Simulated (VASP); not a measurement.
Runs of VASP 6.6.1 on ZnSnN. The structure is that of space group P-6m2 (No. 187), or close to it. The cells are those of the table. The cell was built from a structure type or drawn by symmetry, and may not be a known phase.

```csv
task,cell,k mesh,cutoff (eV),gap on the mesh (eV),pressure (GPa),relaxed volume (Å³/atom)
single point,"a = 4.577, b = 4.577, c = 2.836 Å, angles 90.0, 90.0, 120.0°, 3 atoms",6 × 6 × 4,520,none,-0.2,-
relaxation of cell and atoms,"relaxed from a = 4.577, b = 4.577, c = 2.836 Å, angles 90.0, 90.0, 120.0°, 3 atoms",6 × 6 × 6,600,none,0.3,17.48
single point,"a = 3.863, b = 3.863, c = 3.740 Å, angles 90.0, 90.0, 120.0°, 3 atoms",6 × 6 × 4,520,none,(b),-
relaxation of cell and atoms,"relaxed from a = 3.863, b = 3.863, c = 3.740 Å, angles 90.0, 90.0, 120.0°, 3 atoms",6 × 6 × 4,600,none,0.0,(a)
single point,"a = 4.449, b = 4.449, c = 3.064 Å, angles 90.0, 90.0, 120.0°, 3 atoms",6 × 6 × 6,520,none,0.2,-
```

Alike in all rows: level PBE; potentials or basis VASP PAW PBE potentials, release 64 (Zn, Sn_d, N); no spin polarisation; smearing gaussian 0.1 eV.

Estimate the missing entries.

(a) 17.05; (b) 23.4.

Caveats: some runs use coarse meshes; spin-orbit coupling is left out, which moves the levels of the heavy elements; a cell axis changed by over 15 % at a fixed basis, so the end point is rough (at least some runs).

A k mesh can miss the band edges, and the runs leave out spin-orbit coupling on Sn.

A gap of «none» marks levels without a gap at the run's occupations.
